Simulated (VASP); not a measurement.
A run of VASP 6.6.1 is set up as follows.

The input POSCAR:

```
Rh
1.0
    2.6469163152      0.0000000000      0.0000000000
   -1.3234581576      2.2922967706      0.0000000000
    0.0000000000      0.0000000000      4.2647871638
Rh
2
Direct
    0.6666666667      0.3333333333      0.7500000000
    0.3333333333      0.6666666667      0.2500000000
```

File INCAR.step1:

```
  PREC = Accurate
  ENCUT = 520
  ISMEAR = 0
  SIGMA = 0.1
  LREAL = False
  LASPH = True
  NELM = 80
  NBANDS = 22
  GGA = PE
  ALGO = Normal
  EDIFF = 1E-4
  LWAVE = True
  LCHARG = False
```

INCAR.step2

```
  PREC = Accurate
  ENCUT = 520
  EDIFF = 1E-6
  ISMEAR = 0
  SIGMA = 0.1
  LREAL = False
  LASPH = True
  NELM = 80
  ALGO = Normal
  ISIF = 2
  LWAVE = False
  LCHARG = True
  METAGGA = R2SCAN
  LMIXTAU = True
  LELF = True
  LVHAR = True
  NBANDS = 22
  ISTART = 1
```

Contents of KPOINTS:

```
Automatic mesh
0
Gamma
  18 18 10
```

Potentials or basis: VASP PAW PBE potentials, release 64 (Rh_pv).

The run is started by

```sh
$ cat potpaw_PBE.64/Rh_pv/POTCAR > POTCAR
$ cp INCAR.step1 INCAR
$ mpirun -np 1 vasp_std > vasp.out
$ cp INCAR.step2 INCAR
$ mpirun -np 1 vasp_std > vasp.out
```

Question: What does it give for the pressure?

Answer: 21.9 GPa.

Question: What does it give for the band gap on the k mesh?

Answer: Zero (bands 15 and 16 overlap by 2.74 eV).

Stress tensor (GPa, compression positive):
```
21.89  0.00  0.00
 0.00 21.89  0.00
 0.00  0.00 21.97
```

Caveat: the cell stands under pressure; the PAW data sets were made with another functional, which shifts forces and pressure a little.
